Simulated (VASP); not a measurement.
# GaN (F-43m) in VASP: single point with r2SCAN+rVV10

Aim: the single point of GaN with r2SCAN+rVV10.

Program: VASP 6.6.1. These are calculated values, not measurements. Logs are shortened: lines on timing, memory, paths and dates and some standing lists are left out, and cuts for length are marked.

## 1. The cell of the first run

It takes space group F-43m (No. 216, cubic). Conventional cell: a = 4.488 Å, b = 4.488 Å, c = 4.488 Å, α = 90.00°, β = 90.00°, γ = 90.00°. Ga (site symmetry -43m) has 4 N at 1.94 Å within 2.6 Å. Within 2.6 Å of N (site symmetry -43m) lie 4 Ga at 1.94 Å.

## 2. Single point, r2SCAN+rVV10

Input file POSCAR:

```
GaN
1.0
    0.0000000000      2.2440597338      2.2440597338
    2.2440597338      0.0000000000      2.2440597338
    2.2440597338      2.2440597338      0.0000000000
Ga N
1 1
Direct
    0.0000000000      0.0000000000      0.0000000000
    0.7500000000      0.7500000000      0.7500000000
```

Input file INCAR.step1:

```
ALGO = Normal
EDIFF = 1E-5
ENCUT = 1460
GGA = PE
GGA_COMPAT = F
ISMEAR = 0
LASPH = T
LCHARG = F
LREAL = F
LWAVE = T
NBANDS = 16
NELM = 120
PREC = Accurate
SIGMA = 0.01
```

Input file INCAR.step2:

```
ALGO = Normal
BPARAM = 11.95
CPARAM = 0.0093
EDIFF = 1E-6
ENCUT = 1460
GGA_COMPAT = F
ISIF = 2
ISMEAR = 0
ISTART = 1
IVDW_NL = 2
LASPH = T
LCHARG = F
LMIXTAU = T
LREAL = F
LUSE_VDW = T
LWAVE = F
METAGGA = R2SCAN
NBANDS = 16
NELM = 120
PREC = Accurate
SIGMA = 0.01
```

Input file KPOINTS:

```
k-points
0
Gamma
  7 7 7
```

Potentials or basis: VASP PAW PBE potentials, release 64 (Ga_d, N_h).

The run is started by

```bash
cat potpaw_PBE.64/Ga_d/POTCAR potpaw_PBE.64/N_h/POTCAR > POTCAR
cp INCAR.step1 INCAR
mpirun -np 1 vasp_std > vasp.out
cp INCAR.step2 INCAR
mpirun -np 1 vasp_std > vasp.out
```

OUTCAR:

```text
BPARAM = 11.95
   EDIFF = 1E-6
   ENCUT = 1460
   ISIF = 2
   ISMEAR = 0
   ISTART = 1
   IVDW_NL = 2
   LASPH = T
   LREAL = F
   METAGGA = R2SCAN
   NELM = 120
   PREC = Accurate

 ion  position               nearest neighbor table
   1  0.000  0.000  0.000-   2 1.94   2 1.94   2 1.94   2 1.94
   2  0.750  0.750  0.750-   1 1.94   1 1.94   1 1.94   1 1.94

  LATTYP: Found a face centered cubic cell.
 ALAT       =     4.4881194676

  Lattice vectors:

 A1 = (   0.0000000000,   2.2440597338,   2.2440597338)
 A2 = (   2.2440597338,   0.0000000000,   2.2440597338)
 A3 = (   2.2440597338,   2.2440597338,   0.0000000000)

Analysis of symmetry for initial positions (statically):
=====================================================================
 Subroutine PRICEL returns:
 Original cell was already a primitive cell.

 Routine SETGRP: Setting up the symmetry group for a
 face centered cubic supercell.

 Subroutine GETGRP returns: Found 24 space group operations
 (whereof 24 operations were pure point group operations)
 out of a pool of 48 trial point group operations.

The static configuration has the point symmetry T_d .

Analysis of symmetry for dynamics (positions and initial velocities):
=====================================================================
 Subroutine PRICEL returns:
 Original cell was already a primitive cell.

 Routine SETGRP: Setting up the symmetry group for a
 face centered cubic supercell.

 Subroutine GETGRP returns: Found 24 space group operations
 (whereof 24 operations were pure point group operations)
 out of a pool of 48 trial point group operations.

The dynamic configuration has the point symmetry T_d .

 Subroutine INISYM returns: Found 24 space group operations
 (whereof 24 operations are pure point group operations),
 and found     1 'primitive' translations

----------------------------------------------------------------------------------------

                                     Primitive cell

  volume of cell :      22.6013

  direct lattice vectors                    reciprocal lattice vectors
     0.000000000  2.244059734  2.244059734    -0.222810468  0.222810468  0.222810468
     2.244059734  0.000000000  2.244059734     0.222810468 -0.222810468  0.222810468
     2.244059734  2.244059734  0.000000000     0.222810468  0.222810468 -0.222810468

  length of vectors
     3.173579710  3.173579710  3.173579710     0.385919051  0.385919051  0.385919051

  position of ions in fractional coordinates (direct lattice)
     0.000000000  0.000000000  0.000000000
     0.750000000  0.750000000  0.750000000

  ion indices of the primitive-cell ions
   primitive index   ion index
                 1           1
                 2           2

----------------------------------------------------------------------------------------

 KPOINTS: k-points

Automatic generation of k-mesh.
 Grid dimensions read from file:
 generate k-points for:    7    7    7

 Generating k-lattice:

  Cartesian coordinates                     Fractional coordinates (reciprocal lattice)
    -0.031830067  0.031830067  0.031830067     0.142857143  0.000000000  0.000000000
     0.031830067 -0.031830067  0.031830067     0.000000000  0.142857143  0.000000000
     0.031830067  0.031830067 -0.031830067     0.000000000  0.000000000  0.142857143

  Length of vectors
     0.055131293  0.055131293  0.055131293

  Shift w.r.t. Gamma in fractional coordinates (k-lattice)
     0.000000000  0.000000000  0.000000000

 Subroutine IBZKPT returns following result:
 ===========================================

 Found     20 irreducible k-points:

 Following reciprocal coordinates:
            Coordinates               Weight
  0.000000  0.000000  0.000000      1.000000
  0.142857  0.000000  0.000000      8.000000
  0.285714  0.000000  0.000000      8.000000
  0.428571  0.000000  0.000000      8.000000
  0.142857  0.142857  0.000000      6.000000
  0.285714  0.142857  0.000000     24.000000
[... 12 lines left out ...]
 -0.428571  0.428571  0.142857     24.000000
 -0.285714  0.428571  0.142857     24.000000
   k-points           NKPTS =     20   k-points in BZ     NKDIM =     20   number of bands    NBANDS=     16
   number of dos      NEDOS =    301   number of ions     NIONS =      2
   total plane-waves  NPLWV =  64000
   dimension x,y,z NGX =    40 NGY =   40 NGZ =   40
   dimension x,y,z NGXF=    80 NGYF=   80 NGZF=   80
   ions per type =               1   1
   NGX,Y,Z   is equivalent  to a cutoff of  20.95, 20.95, 20.95 a.u.
   NGXF,Y,Z  is equivalent  to a cutoff of  41.91, 41.91, 41.91 a.u.
 SYSTEM =  unknown system
   PREC   = accura    normal or accurate (medium, high low for compatibility)
   ISTART =      1    job   : 0-new  1-cont  2-samecut
   ICHARG =      0    charge: 1-file 2-atom 10-const
   ISPIN  =      1    spin polarized calculation?
   LNONCOLLINEAR =      F non collinear calculations
   LSORBIT =      F    spin-orbit coupling
   LASPH  =      T    aspherical Exc in radial PAW
   ENCUT  = 1460.0 eV 107.31 Ry   10.36 a.u.   9.89  9.89  9.89*2*pi/ulx,y,z
   NELM   =    120;   NELMIN=  2; NELMDL=  0     # of ELM steps
   EDIFF  = 0.1E-05   stopping-criterion for ELM
   LREAL  =      F    real-space projection
[... 7 lines left out ...]
   TEBEG  =    0.0;   TEEND  =   0.0 temperature during run
   PSTRESS=    0.0 pullay stress
   NELECT =      18.0000    total number of electrons
   NUPDOWN=      -1.0000    fix difference up-down
   EMIN   =  10.00;   EMAX   =-10.00  energy-range for DOS
   EFERMI =   0.00;   METHOD = LEGACY
   ISMEAR =     0;   SIGMA  =   0.01  broadening in eV -4-tet -1-fermi 0-gaus
   EFERMI_NEDOS =   21; number of points for ismear=-14 and -15
   IALGO  =     38    algorithm
   IMIX   =      4    mixing-type and parameters
     AMIX     =   0.40;   BMIX     =  1.00
     AMIX_MAG =   1.60;   BMIX_MAG =  1.00
  volume/ion in A,a.u.               =      11.30        76.26
  Fermi-wavevector in a.u.,A,eV,Ry     =   1.517474  2.867610 31.330507  2.302727
  Thomas-Fermi vector in A             =   2.626724
   LORBIT       =      0    0 simple, 1 ext, 2 COOP (PROOUT), +10 PAW based schemes
   METAGGA = R2SCAN    functional components
   LHFCALC =     F    Hartree Fock is set to
   AEXX    =    0.0000 exact exchange contribution
   IVDW_NL    =     2    kernel type
   BPARAM     =11.9500
   IVDW    =     0    specifies the selected vdW correction
   LEPSILON=     F    determine dielectric tensor
   LRPA    =     F    only Hartree local field effects (RPA)
 non-spin polarized calculation
 Gauss-broadening in eV      SIGMA  =   0.01
  energy-cutoff  :     1460.00
  volume of cell :       22.60
 maximum number of plane-waves:      2875
   NGX = 19   NGY = 19   NGZ = 19

 number of electron      18.0000000 magnetization

 Free energy of the ion-electron system (eV)
  ---------------------------------------------------
  ext. energy  EPLUGINS =         0.00000000
  ---------------------------------------------------
  free energy    TOTEN  =       -21.39784870 eV

  energy without entropy =      -21.39784870  energy(sigma->0) =      -21.39784870

 E-fermi :   5.5152     XC(G=0): -12.7528

 val. band max:        5.4405956557   @ k =   0.0000   0.0000   0.0000
 cond. band min:       7.6071280060   @ k =   0.0000   0.0000   0.0000
 fundamental gap:      2.1665323503
 Fermi energy:         5.5151675033

 k-point     1 :       0.0000    0.0000    0.0000
  band No.  band energies     occupation
      1     -11.4098      2.00000
      2      -8.3806      2.00000
      3      -8.3806      2.00000
      4      -8.3806      2.00000
      5      -8.0148      2.00000
      6      -8.0148      2.00000
[... 8 lines left out ...]
     15      25.2101      0.00000
     16      25.2101      0.00000

 k-point     2 :       0.1429    0.0000    0.0000
  band No.  band energies     occupation
      1     -11.1855      2.00000
      2      -8.3522      2.00000
      3      -8.3522      2.00000
      4      -8.2935      2.00000
      5      -8.0165      2.00000
      6      -8.0165      2.00000
[... 8 lines left out ...]
     15      23.3045      0.00000
     16      23.3678      0.00000

 k-point     3 :       0.2857    0.0000    0.0000
  band No.  band energies     occupation
      1     -10.7125      2.00000
      2      -8.3025      2.00000
      3      -8.3025      2.00000
      4      -8.0043      2.00000
      5      -8.0043      2.00000
      6      -7.8789      2.00000
[... 8 lines left out ...]
     15      23.4147      0.00000
     16      23.4147      0.00000

 k-point     4 :       0.4286    0.0000    0.0000
  band No.  band energies     occupation
      1     -10.4119      2.00000
      2      -8.2815      2.00000
      3      -8.2815      2.00000
      4      -7.9739      2.00000
      5      -7.9739      2.00000
      6      -7.0842      2.00000
[... 8 lines left out ...]
     15      25.6202      0.00000
     16      25.6202      0.00000

 k-point     5 :       0.1429    0.1429    0.0000
  band No.  band energies     occupation
      1     -11.1125      2.00000
      2      -8.3248      2.00000
      3      -8.3248      2.00000
      4      -8.3038      2.00000
      5      -8.0314      2.00000
      6      -7.9993      2.00000
[... 8 lines left out ...]
     15      26.6774      0.00000
     16      26.6779      0.00000

 k-point     6 :       0.2857    0.1429    0.0000
  band No.  band energies     occupation
      1     -10.7287      2.00000
      2      -8.2921      2.00000
      3      -8.2670      2.00000
      4      -8.1222      2.00000
      5      -7.9828      2.00000
      6      -7.9092      2.00000
[... 8 lines left out ...]
     15      25.4573      0.00000
     16      25.7847      0.00000

 k-point     7 :       0.4286    0.1429    0.0000
  band No.  band energies     occupation
      1     -10.3980      2.00000
      2      -8.2733      2.00000
      3      -8.2371      2.00000
      4      -8.0514      2.00000
      5      -7.9639      2.00000
      6      -7.1951      2.00000
[... 8 lines left out ...]
     15      25.1204      0.00000
     16      26.8442      0.00000

 k-point     8 :      -0.4286    0.1429    0.0000
  band No.  band energies     occupation
      1     -10.3197      2.00000
      2      -8.2721      2.00000
      3      -8.2381      2.00000
      4      -8.0052      2.00000
      5      -7.9794      2.00000
      6      -6.7761      2.00000
[... 8 lines left out ...]
     15      25.4725      0.00000
     16      25.6823      0.00000

 k-point     9 :      -0.2857    0.1429    0.0000
  band No.  band energies     occupation
      1     -10.4888      2.00000
      2      -8.2763      2.00000
      3      -8.2623      2.00000
      4      -8.0236      2.00000
      5      -8.0125      2.00000
      6      -7.4545      2.00000
[... 8 lines left out ...]
     15      23.5875      0.00000
     16      26.1704      0.00000
[... 96 lines left out ...]
 k-point    15 :       0.4286    0.4286    0.0000
  band No.  band energies     occupation
      1     -10.1895      2.00000
      2      -8.2568      2.00000
      3      -8.0686      2.00000
      4      -8.0686      2.00000
      5      -7.9366      2.00000
      6      -6.7474      2.00000
[... 8 lines left out ...]
     15      28.6102      0.00000
     16      30.3202      0.00000

 k-point    16 :      -0.4286    0.4286    0.0000
  band No.  band energies     occupation
      1     -10.1587      2.00000
      2      -8.2491      2.00000
      3      -8.0794      2.00000
      4      -8.0672      2.00000
      5      -7.9481      2.00000
      6      -6.4199      2.00000
[... 8 lines left out ...]
     15      29.0948      0.00000
     16      29.4890      0.00000

 k-point    17 :       0.4286    0.2857    0.1429
  band No.  band energies     occupation
      1     -10.4341      2.00000
      2      -8.2448      2.00000
      3      -8.2242      2.00000
      4      -8.1018      2.00000
      5      -7.9791      2.00000
      6      -7.4213      2.00000
[... 8 lines left out ...]
     15      26.1393      0.00000
     16      28.5415      0.00000

 k-point    18 :      -0.4286    0.2857    0.1429
  band No.  band energies     occupation
      1     -10.2555      2.00000
      2      -8.2472      2.00000
      3      -8.1872      2.00000
      4      -8.0566      2.00000
      5      -7.9831      2.00000
      6      -6.6801      2.00000
[... 8 lines left out ...]
     15      25.4771      0.00000
     16      28.4148      0.00000

 k-point    19 :      -0.4286    0.4286    0.1429
  band No.  band energies     occupation
      1     -10.1855      2.00000
      2      -8.2231      2.00000
      3      -8.1536      2.00000
      4      -8.0555      2.00000
      5      -7.9629      2.00000
      6      -6.5183      2.00000
[... 8 lines left out ...]
     15      27.6790      0.00000
     16      29.6167      0.00000

 k-point    20 :      -0.2857    0.4286    0.1429
  band No.  band energies     occupation
      1     -10.1729      2.00000
      2      -8.2250      2.00000
      3      -8.1607      2.00000
      4      -8.0373      2.00000
      5      -7.9957      2.00000
      6      -6.2952      2.00000
[... 8 lines left out ...]
     15      25.7436      0.00000
     16      30.2281      0.00000

------------------------ aborting loop because EDIFF is reached ----------------------------------------

  FORCE on cell =-STRESS in cart. coord.  units (eV):
  Direction    XX          YY          ZZ          XY          YZ          ZX
  --------------------------------------------------------------------------------------
  -------------------------------------------------------------------------------------
  Total        0.1415460      0.1415460      0.1415460      0.0000000      0.0000000     -0.0000000
  in kB       10.0340179     10.0340179     10.0340179      0.0000000      0.0000000     -0.0000000
  external PRESSURE =      10.0340179 kB  Pullay stress =       0.0000000 kB

 VOLUME and BASIS-vectors are now :
 -----------------------------------------------------------------------------
  energy-cutoff  :     1460.00
  volume of cell :       22.60
      direct lattice vectors                 reciprocal lattice vectors
     0.000000000  2.244059734  2.244059734    -0.222810468  0.222810468  0.222810468
     2.244059734  0.000000000  2.244059734     0.222810468 -0.222810468  0.222810468
     2.244059734  2.244059734  0.000000000     0.222810468  0.222810468 -0.222810468

 POSITION                                       TOTAL-FORCE (eV/Angst)
 -----------------------------------------------------------------------------------
      0.00000      0.00000      0.00000         0.000000      0.000000      0.000000
      3.36609      3.36609      3.36609        -0.000000     -0.000000     -0.000000
 -----------------------------------------------------------------------------------
    total drift:                                0.000000      0.000000      0.000000

  FREE ENERGIE OF THE ION-ELECTRON SYSTEM (eV)
  ---------------------------------------------------
  free  energy   TOTEN  =       -21.3978487028 eV

  energy  without entropy=      -21.3978487028  energy(sigma->0) =      -21.39784870
```

Run time: 2 min. Hardware: 1 thread of AMD EPYC 9R45 (Zen 5), shared host; peak memory 0.47 GiB.

What came out:

* Free energy: -21.3978 eV
* Pressure: 1.0 GPa
* Band gap on the k mesh: 2.17 eV

Caveat: the PAW data sets were made with another functional, which shifts forces and pressure a little.
